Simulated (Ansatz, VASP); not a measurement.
## NaCl in VASP and in Ansatz

INCAR

```
  PREC = Accurate
  ENCUT = 600
  EDIFF = 1E-6
  ISMEAR = -1
  SIGMA = 0.05
  LREAL = False
  LASPH = True
  NELM = 60
  ALGO = Normal
  ISIF = 3
  LWAVE = False
  LCHARG = False
  GGA = RP
  IBRION = 2
  NSW = 80
  EDIFFG = -0.01
```

File KPOINTS:

```
regular mesh
0
Gamma
  8 8 8
```

POSCAR

```
NaCl
1.0
    3.5021900000      0.0000000000      0.0000000000
    0.0000000000      3.5021900000      0.0000000000
    0.0000000000      0.0000000000      3.5021900000
Cl Na
1 1
Direct
    0.5000000000      0.5000000000      0.5000000000
    0.0000000000      0.0000000000      0.0000000000
```

The input input.yaml:

```yaml
crystal:
  lattice:
    - [3.50219, 0.0, 0.0]
    - [0.0, 3.50219, 0.0]
    - [0.0, 0.0, 3.50219]
  atoms:
    - { symbol: Cl, position: [0.5, 0.5, 0.5] }
    - { symbol: Na, position: [0.0, 0.0, 0.0] }
kpoints:
  mp_grid: { grid: [8, 8, 8] }
scf:
  occupations: { method: fermi_dirac, width: 0.05 }
hamiltonian:
  xc: rpbe
  pseudopotentials: { kind: all_electron, lapw: { basis_error: 0.001 } }
output:
  forces: true
  stress: true
relax:
  f_tol: 0.01
  max_steps: 60
  cell: {}
```

Alike in both runs: task relaxation of cell and atoms; functional RPBE; k mesh 8 × 8 × 8; occupations fermi-dirac, width 0.05 eV; no spin polarisation.

```csv
,VASP,Ansatz
version,VASP 6.6.1,Ansatz 0.2.0
potentials or method,"VASP PAW PBE potentials, release 64 (Cl, Na_pv), cutoff 600 eV","all-electron LAPW, scalar-relativistic"
```

```csv
,VASP,Ansatz,Ansatz less VASP
relaxed volume (Å³/atom),23.18,23.18,-0.004
relaxed cell length with the largest relative difference (Å),3.593,3.592,-0.0002
```

VASP's potentials were made for PBE, not for RPBE. Ansatz ran all-electron here, and VASP with PAW potentials.
